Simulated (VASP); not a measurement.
# AlPd4 (Im-3m) in VASP: notebook

Runs on AlPd4. Level: PBE. Tasks: relaxation of cell and atoms.

Program: VASP 6.6.1. These are calculated values, not measurements. Logs are shortened: lines on timing, memory, paths and dates and some standing lists are left out, and cuts for length are marked.

**1. The cell of the first run**

Symmetry: Im-3m, No. 229, cubic system. Conventional cell: a = 5.274 Å, b = 5.274 Å, c = 5.274 Å, α = 90.00°, β = 90.00°, γ = 90.00°. Within 3.0 Å of Al (site symmetry m-3m) lie 8 Pd at 2.28 Å. Pd (site symmetry -3m) has 2 Al at 2.28 Å and 6 Pd at 2.64 Å within 3.0 Å.

**2. Relaxation of cell and atoms, PBE**

File INCAR:

```
ALGO = Fast
EDIFF = 1E-7
EDIFFG = -0.04
ENCUT = 600
GGA = PE
IBRION = 2
ISIF = 3
ISMEAR = 0
LASPH = True
LCHARG = False
LREAL = False
LWAVE = False
NELM = 80
NSW = 90
PREC = Accurate
SIGMA = 0.1
```

File KPOINTS:

```
k-points
0
Gamma
  6 6 6
```

File POSCAR:

```
AlPd4
1.0
   -2.6369476300      2.6369476300      2.6369476300
    2.6369476300     -2.6369476300      2.6369476300
    2.6369476300      2.6369476300     -2.6369476300
Al Pd
1 4
Direct
    0.0000000000      0.0000000000      0.0000000000
    0.0000000000      0.0000000000      0.5000000000
    0.0000000000      0.5000000000      0.0000000000
    0.5000000000      0.0000000000      0.0000000000
    0.5000000000      0.5000000000      0.5000000000
```

Potentials or basis: VASP PAW PBE potentials, release 64 (Al, Pd).

Run with:

```
$ cat potpaw_PBE.64/Al/POTCAR potpaw_PBE.64/Pd/POTCAR > POTCAR
$ mpirun -np 1 vasp_std > vasp.out
```

OUTCAR:

```text
EDIFF = 1E-7
   EDIFFG = -0.04
   ENCUT = 600
   GGA = PE
   IBRION = 2
   ISIF = 3
   ISMEAR = 0
   LASPH = True
   LREAL = False
   NELM = 80
   NSW = 90
   PREC = Accurate

 ion  position               nearest neighbor table
   1  0.000  0.000  0.000-   2 2.28   3 2.28   4 2.28   5 2.28   2 2.28   3 2.28   4 2.28   5 2.28

   2  0.000  0.000  0.500-   1 2.28   1 2.28   4 2.64   5 2.64   3 2.64   3 2.64   4 2.64   5 2.64

   3  0.000  0.500  0.000-   1 2.28   1 2.28   4 2.64   5 2.64   2 2.64   2 2.64   5 2.64   4 2.64

   4  0.500  0.000  0.000-   1 2.28   1 2.28   3 2.64   5 2.64   5 2.64   2 2.64   2 2.64   3 2.64

   5  0.500  0.500  0.500-   1 2.28   1 2.28   3 2.64   4 2.64   4 2.64   3 2.64   2 2.64   2 2.64

  LATTYP: Found a body centered cubic cell.
 ALAT       =     5.2738952600

  Lattice vectors:

 A1 = (  -2.6369476300,   2.6369476300,   2.6369476300)
 A2 = (   2.6369476300,  -2.6369476300,   2.6369476300)
 A3 = (   2.6369476300,   2.6369476300,  -2.6369476300)

Analysis of symmetry for initial positions (statically):
=====================================================================
 Subroutine PRICEL returns:
 Original cell was already a primitive cell.

 Routine SETGRP: Setting up the symmetry group for a
 body centered cubic supercell.

 Subroutine GETGRP returns: Found 48 space group operations
 (whereof 48 operations were pure point group operations)
 out of a pool of 48 trial point group operations.

The static configuration has the point symmetry O_h .

Analysis of symmetry for dynamics (positions and initial velocities):
=====================================================================
 Subroutine PRICEL returns:
 Original cell was already a primitive cell.

 Routine SETGRP: Setting up the symmetry group for a
 body centered cubic supercell.

 Subroutine GETGRP returns: Found 48 space group operations
 (whereof 48 operations were pure point group operations)
 out of a pool of 48 trial point group operations.

The dynamic configuration has the point symmetry O_h .

 Subroutine INISYM returns: Found 48 space group operations
 (whereof 48 operations are pure point group operations),
 and found     1 'primitive' translations

----------------------------------------------------------------------------------------

                                     Primitive cell

  volume of cell :      73.3440

  direct lattice vectors                    reciprocal lattice vectors
[... 75 lines left out ...]
   PREC   = accura    normal or accurate (medium, high low for compatibility)
   ISTART =      0    job   : 0-new  1-cont  2-samecut
   ICHARG =      2    charge: 1-file 2-atom 10-const
   ISPIN  =      1    spin polarized calculation?
   LNONCOLLINEAR =      F non collinear calculations
   LSORBIT =      F    spin-orbit coupling
   LASPH  =      T    aspherical Exc in radial PAW
   ENCUT  =  600.0 eV  44.10 Ry    6.64 a.u.   9.12  9.12  9.12*2*pi/ulx,y,z
   NELM   =     80;   NELMIN=  2; NELMDL= -5     # of ELM steps
   EDIFF  = 0.1E-06   stopping-criterion for ELM
   LREAL  =      F    real-space projection
   EDIFFG = -.4E-01   stopping-criterion for IOM
   NSW    =     90    number of steps for IOM
   IBRION =      2    ionic relax: 0-MD 1-quasi-New 2-CG
   NFREE  =      1    steps in history (QN), initial steepest desc. (CG)
   ISIF   =      3    stress and relaxation
   ISYM   =      2    0-nonsym 1-usesym 2-fastsym
   POTIM  = 0.5000    time-step for ionic-motion
   TEBEG  =    0.0;   TEEND  =   0.0 temperature during run
   PSTRESS=    0.0 pullay stress
   NELECT =      43.0000    total number of electrons
   NUPDOWN=      -1.0000    fix difference up-down
   EMIN   =  10.00;   EMAX   =-10.00  energy-range for DOS
   EFERMI =   0.00;   METHOD = LEGACY
   ISMEAR =     0;   SIGMA  =   0.10  broadening in eV -4-tet -1-fermi 0-gaus
   EFERMI_NEDOS =   21; number of points for ismear=-14 and -15
   IALGO  =     68    algorithm
   IMIX   =      4    mixing-type and parameters
     AMIX     =   0.40;   BMIX     =  1.00
     AMIX_MAG =   1.60;   BMIX_MAG =  1.00
  volume/ion in A,a.u.               =      14.67        98.99
  Fermi-wavevector in a.u.,A,eV,Ry     =   1.370175  2.589256 25.543312  1.877380
  Thomas-Fermi vector in A             =   2.495985
   LORBIT       =      0    0 simple, 1 ext, 2 COOP (PROOUT), +10 PAW based schemes
   GGA     = PE    functional components
   LHFCALC =     F    Hartree Fock is set to
   AEXX    =    0.0000 exact exchange contribution
   IVDW    =     0    specifies the selected vdW correction
   LEPSILON=     F    determine dielectric tensor
   LRPA    =     F    only Hartree local field effects (RPA)
 conjugate gradient relaxation of ions
 non-spin polarized calculation
 RMM-DIIS sequential band-by-band and
 Gauss-broadening in eV      SIGMA  =   0.10
  energy-cutoff  :      600.00
  volume of cell :       73.34
 maximum number of plane-waves:      2491
   NGX = 19   NGY = 19   NGZ = 19

--------------------------------------- Ionic step        1  -------------------------------------------

 number of electron      42.9999990 magnetization

 Free energy of the ion-electron system (eV)
  ---------------------------------------------------
  ext. energy  EPLUGINS =         0.00000000
  ---------------------------------------------------
  free energy    TOTEN  =       -23.19134311 eV

  energy without entropy =      -23.17682626  energy(sigma->0) =      -23.18408468

------------------------ aborting loop because EDIFF is reached ----------------------------------------

  FORCE on cell =-STRESS in cart. coord.  units (eV):
  Direction    XX          YY          ZZ          XY          YZ          ZX
  --------------------------------------------------------------------------------------
  -------------------------------------------------------------------------------------
  Total       16.8812857     16.8812857     16.8812857     -0.0000000     -0.0000000     -0.0000000
  in kB      368.7666155    368.7666155    368.7666155     -0.0000000     -0.0000000     -0.0000000
  external PRESSURE =     368.7666155 kB  Pullay stress =       0.0000000 kB
[... 104 lines left out ...]
--------------------------------------- Ionic step        4  -------------------------------------------

 number of electron      43.0000023 magnetization

 Free energy of the ion-electron system (eV)
  ---------------------------------------------------
  ext. energy  EPLUGINS =         0.00000000
  ---------------------------------------------------
  free energy    TOTEN  =       -24.75357710 eV

  energy without entropy =      -24.73779551  energy(sigma->0) =      -24.74568630

 E-fermi :   6.5514     XC(G=0): -11.3061

 val. band max:        6.5486131004   @ k =   0.5000   0.5000   0.3333
 cond. band min:       6.5558010934   @ k =   0.1667   0.0000   0.0000
 fundamental gap:      0.0071879930
 Fermi energy:         6.5513998262

 k-point     1 :       0.0000    0.0000    0.0000
  band No.  band energies     occupation
      1      -1.3632      2.00000
      2       2.4277      2.00000
      3       2.4277      2.00000
      4       2.4511      2.00000
      5       3.1525      2.00000
      6       3.1525      2.00000
[... 469 lines left out ...]
  FREE ENERGIE OF THE ION-ELECTRON SYSTEM (eV)
  ---------------------------------------------------
  free  energy   TOTEN  =       -24.7535771003 eV

  energy  without entropy=      -24.7377955093  energy(sigma->0) =      -24.74568630

 reached required accuracy - stopping structural energy minimisation
```

CONTCAR:

```text
AlPd4
   1.00000000000000
    -2.8259602969471591    2.8259602969471591    2.8259602969471591
     2.8259602969471591   -2.8259602969471591    2.8259602969471591
     2.8259602969471591    2.8259602969471591   -2.8259602969471591
  Al              Pd
     1     4
Direct
     0.0000000000000000    0.0000000000000000    0.0000000000000000
     0.0000000000000000    0.0000000000000000    0.5000000000000000
     0.0000000000000000    0.5000000000000000    0.0000000000000000
     0.5000000000000000    0.0000000000000000    0.0000000000000000
     0.5000000000000000    0.5000000000000000    0.5000000000000000

  0.00000000E+00  0.00000000E+00  0.00000000E+00
  0.00000000E+00  0.00000000E+00  0.00000000E+00
  0.00000000E+00  0.00000000E+00  0.00000000E+00
  0.00000000E+00  0.00000000E+00  0.00000000E+00
  0.00000000E+00  0.00000000E+00  0.00000000E+00
```

Wall time 2.4 min (1 thread of Intel Xeon 6975P-C, shared host); peak memory 0.22 GiB.

What came out:

* Free energy: -24.7536 eV
* Relaxed volume: 18.05 Å³/atom
* Relaxed cell: a = 4.895 Å, b = 4.895 Å, c = 4.895 Å, α = 109.47°, β = 109.47°, γ = 109.47°
* Space group after relaxing (to 0.05 Å): Im-3m (No. 229)
* Energy gained by relaxing: 312.4 meV/atom
* Ionic steps: 4
* Pressure after relaxing: -0.3 GPa

The path:
```tsv
step	energy change (eV)	largest force (eV/Å)	pressure (GPa)	volume (Å³)
1	0.0000	0.0000	36.88	73.34
2	-0.1298	0.0000	-14.05	115.34
3	-1.5600	0.0000	-0.91	90.83
4	-1.5622	0.0000	-0.32	90.27
```

Final structure:
```
CELL_PARAMETERS angstrom
-2.82596 2.82596 2.82596
2.82596 -2.82596 2.82596
2.82596 2.82596 -2.82596
ATOMIC_POSITIONS crystal
Al 0.00000 0.00000 0.00000
Pd 0.00000 0.00000 0.50000
Pd 0.00000 0.50000 0.00000
Pd 0.50000 0.00000 0.00000
Pd 0.50000 0.50000 0.50000
```

Levels at points of the mesh, in eV from the Fermi level:
| k point | band 19 | band 20 | band 21 | band 22 | band 23 | band 24 |
| --- | --- | --- | --- | --- | --- | --- |
| (0.00, 0.00, 0.00) | 0.31 | 0.31 | 0.31 | 0.85 | 0.85 | 0.85 |
| (0.50, 0.00, 0.00) | -1.06 | -0.88 | -0.86 | -0.79 | 2.43 | 2.78 |
| (0.50, 0.50, 0.50) | -0.31 | 0.40 | 0.40 | 0.40 | 0.40 | 2.59 |

Caveat: the volume moved by over 15 % at a fixed basis, so the end points are rough.

**3. Relaxation of cell and atoms, PBE**

This run uses another cell than the first one, of 17.94 Å³/atom, 1.223 times its volume.

File INCAR:

```
SYSTEM = AlPd4
PREC = Accurate
ENCUT = 600
EDIFF = 1E-6
ISMEAR = 0
SIGMA = 0.1
LREAL = .FALSE.
LASPH = .TRUE.
NELM = 80
ALGO = Fast
ISIF = 3
LWAVE = .FALSE.
LCHARG = .FALSE.
GGA = PE
IBRION = 2
NSW = 100
EDIFFG = -0.01
```

File KPOINTS:

```
regular mesh
0
G
  10 10 10
  0 0 0
```

Edit POSCAR of step 2 so:

```diff
@@ -2,5 +2,5 @@
 1.0
-   -2.6369476300      2.6369476300      2.6369476300
-    2.6369476300     -2.6369476300      2.6369476300
-    2.6369476300      2.6369476300     -2.6369476300
+   -2.8201340695      2.8201340695      2.8201340695
+    2.8201340695     -2.8201340695      2.8201340695
+    2.8201340695      2.8201340695     -2.8201340695
 Al Pd
```

Potentials or basis: VASP PAW PBE potentials, release 64 (Al, Pd).

Run with:

```
$ cat potpaw_PBE.64/Al/POTCAR potpaw_PBE.64/Pd/POTCAR > POTCAR
$ mpirun -np 1 vasp_std > vasp.out
```

OUTCAR:

```text
SYSTEM = AlPd4
   PREC = Accurate
   ENCUT = 600
   EDIFF = 1E-6
   ISMEAR = 0
   LREAL = .FALSE.
   LASPH = .TRUE.
   NELM = 80
   ISIF = 3
   GGA = PE
   IBRION = 2
   NSW = 100
   EDIFFG = -0.01

 ion  position               nearest neighbor table
   1  0.000  0.000  0.000-   2 2.44   3 2.44   4 2.44   5 2.44   2 2.44   3 2.44   4 2.44   5 2.44

   2  0.000  0.000  0.500-   1 2.44   1 2.44   4 2.82   5 2.82   3 2.82   3 2.82   4 2.82   5 2.82

   3  0.000  0.500  0.000-   1 2.44   1 2.44   4 2.82   5 2.82   2 2.82   2 2.82   5 2.82   4 2.82

   4  0.500  0.000  0.000-   1 2.44   1 2.44   3 2.82   5 2.82   5 2.82   2 2.82   2 2.82   3 2.82

   5  0.500  0.500  0.500-   1 2.44   1 2.44   3 2.82   4 2.82   4 2.82   3 2.82   2 2.82   2 2.82

  LATTYP: Found a body centered cubic cell.
 ALAT       =     5.6402681390

  Lattice vectors:

[... 270 lines left out ...]
  free energy    TOTEN  =       -24.74413061 eV

  energy without entropy =      -24.72607829  energy(sigma->0) =      -24.73510445

 E-fermi :   6.5462     XC(G=0): -11.3224

 val. band max:        6.5400682376   @ k =  -0.2000   0.3000   0.1000
 cond. band min:       6.5620058363   @ k =  -0.4000   0.5000   0.2000
 fundamental gap:      0.0219375986
 Fermi energy:         6.5462487941

 k-point     1 :       0.0000    0.0000    0.0000
  band No.  band energies     occupation
      1      -1.3331      2.00000
      2       2.4407      2.00000
      3       2.4407      2.00000
      4       2.4644      2.00000
      5       3.1581      2.00000
      6       3.1581      2.00000
[... 661 lines left out ...]
     24       9.0094      0.00000
     25      10.0496      0.00000

 [... further k-points ...]

------------------------ aborting loop because EDIFF is reached ----------------------------------------

  FORCE on cell =-STRESS in cart. coord.  units (eV):
  Direction    XX          YY          ZZ          XY          YZ          ZX
  --------------------------------------------------------------------------------------
  -------------------------------------------------------------------------------------
  Total        0.0228343      0.0228343      0.0228343      0.0000000      0.0000000      0.0000000
  in kB        0.4064558      0.4064558      0.4064558      0.0000000      0.0000000      0.0000000
  external PRESSURE =       0.4064558 kB  Pullay stress =       0.0000000 kB
[... 20 lines left out ...]
  FREE ENERGIE OF THE ION-ELECTRON SYSTEM (eV)
  ---------------------------------------------------
  free  energy   TOTEN  =       -24.7441306098 eV

  energy  without entropy=      -24.7260782884  energy(sigma->0) =      -24.73510445

 reached required accuracy - stopping structural energy minimisation
```

OSZICAR:

```text
N       E                     dE             d eps       ncg     rms          rms(c)
DAV:   1     0.276531495437E+03    0.27653E+03   -0.22505E+04  2350   0.177E+03
DAV:   2    -0.141182723287E+02   -0.29065E+03   -0.28301E+03  2556   0.354E+02
DAV:   3    -0.254776750088E+02   -0.11359E+02   -0.10978E+02  2834   0.621E+01
[... 27 lines left out ...]
RMM:   3    -0.247440624052E+02    0.40370E-03   -0.51882E-03  2362   0.461E-01    0.850E-02
RMM:   4    -0.247441036312E+02   -0.41226E-04   -0.11890E-03  2375   0.145E-01    0.296E-02
RMM:   5    -0.247441213397E+02   -0.17708E-04   -0.18487E-04  2452   0.538E-02    0.260E-02
RMM:   6    -0.247441345136E+02   -0.13174E-04   -0.74976E-05  2355   0.611E-02    0.153E-02
RMM:   7    -0.247441302031E+02    0.43104E-05   -0.23034E-05  2350   0.316E-02    0.152E-03
RMM:   8    -0.247441306098E+02   -0.40672E-06   -0.60948E-06  1625   0.885E-03
   3 F= -.24744131E+02 E0= -.24735104E+02  d E =-.356506E-03
```

CONTCAR:

```text
AlPd4
   1.00000000000000
    -2.8231994988908626    2.8231994988908626    2.8231994988908626
     2.8231994988908626   -2.8231994988908626    2.8231994988908626
     2.8231994988908626    2.8231994988908626   -2.8231994988908626
  Al              Pd
     1     4
Direct
     0.0000000000000000    0.0000000000000000    0.0000000000000000
     0.0000000000000000    0.0000000000000000    0.5000000000000000
     0.0000000000000000    0.5000000000000000    0.0000000000000000
     0.5000000000000000    0.0000000000000000    0.0000000000000000
     0.5000000000000000    0.5000000000000000    0.5000000000000000

  0.00000000E+00  0.00000000E+00  0.00000000E+00
  0.00000000E+00  0.00000000E+00  0.00000000E+00
  0.00000000E+00  0.00000000E+00  0.00000000E+00
  0.00000000E+00  0.00000000E+00  0.00000000E+00
  0.00000000E+00  0.00000000E+00  0.00000000E+00
```

Run time: 4.1 min. Hardware: 1 thread of Intel Xeon 6975P-C, shared host; peak memory 0.32 GiB.

What came out:

- Free energy: -24.7441 eV
- Relaxed volume: 18.00 Å³/atom
- Relaxed cell: a = 4.890 Å, b = 4.890 Å, c = 4.890 Å, α = 109.47°, β = 109.47°, γ = 109.47°
- Space group after relaxing (to 0.05 Å): Im-3m (No. 229)
- Energy gained by relaxing: 0.1 meV/atom
- Ionic steps: 3
- Pressure after relaxing: 0.0 GPa

Step by step:
| step | energy change (eV) | largest force (eV/Å) | pressure (GPa) | volume (Å³) |
| --- | --- | --- | --- | --- |
| 1 | 0.0000 | 0.0000 | 0.47 | 89.72 |
| 2 | 0.0002 | 0.0000 | -0.44 | 90.41 |
| 3 | -0.0004 | 0.0000 | 0.04 | 90.01 |

Final structure:
```
Al Pd
1.0
    -2.82320    2.82320    2.82320
     2.82320   -2.82320    2.82320
     2.82320    2.82320   -2.82320
Al Pd
1 4
Direct
  0.00000 0.00000 0.00000
  0.00000 0.00000 0.50000
  0.00000 0.50000 0.00000
  0.50000 0.00000 0.00000
  0.50000 0.50000 0.50000
```

Levels at points of the mesh, in eV from the Fermi level:
```tsv
k point	band 18	band 19	band 20	band 21	band 22	band 23	band 24	band 25
(0.00, 0.00, 0.00)	-0.48	0.34	0.34	0.34	0.91	0.91	0.91	4.88
(0.50, 0.00, 0.00)	-1.11	-1.03	-0.86	-0.84	-0.76	2.48	2.83	2.83
(0.50, 0.50, 0.50)	-0.28	-0.28	0.43	0.43	0.43	0.43	2.63	2.63
```
